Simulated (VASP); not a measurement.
A run of VASP 6.6.1 is set up as follows.

INCAR

```
SYSTEM = BiTe
PREC     = Accurate       ! precision mode
ENCUT    = 520            ! plane-wave cutoff, eV
EDIFF    = 1E-6           ! SCF threshold, eV
ISMEAR   = 0              ! smearing method
SIGMA    = 0.15           ! smearing width, eV
LREAL    = .FALSE.        ! projectors in reciprocal space
LASPH    = .TRUE.         ! aspherical terms in the spheres
NELM     = 80             ! most SCF steps
ALGO     = Normal         ! electronic algorithm
ISIF     = 2              ! what is computed and relaxed
LWAVE    = .FALSE.        ! write WAVECAR
LCHARG   = .TRUE.         ! write CHGCAR
GGA      = PS             ! functional
LELF     = .TRUE.         ! ELF
LVHAR    = .TRUE.       
NBANDS   = 18             ! bands
```

File KPOINTS:

```
regular mesh
0
G
  14 14 14
  0 0 0
```

The input POSCAR:

```
BiTe
1.0
    0.0000000000      3.2350000000      3.2350000000
    3.2350000000      0.0000000000      3.2350000000
    3.2350000000      3.2350000000      0.0000000000
Bi Te
1 1
Direct
    0.0000000000      0.0000000000      0.0000000000
    0.5000000000      0.5000000000      0.5000000000
```

Potentials or basis: VASP PAW PBE potentials, release 64 (Bi_d, Te).

Run with:

```bash
$ cat potpaw_PBE.64/Bi_d/POTCAR potpaw_PBE.64/Te/POTCAR > POTCAR
$ mpirun -np 1 vasp_std > vasp.out
```

Question: What does it give for the pressure?

Answer: -1.7 GPa.

Caveat: the PAW data sets were made with another functional, which shifts forces and pressure a little.
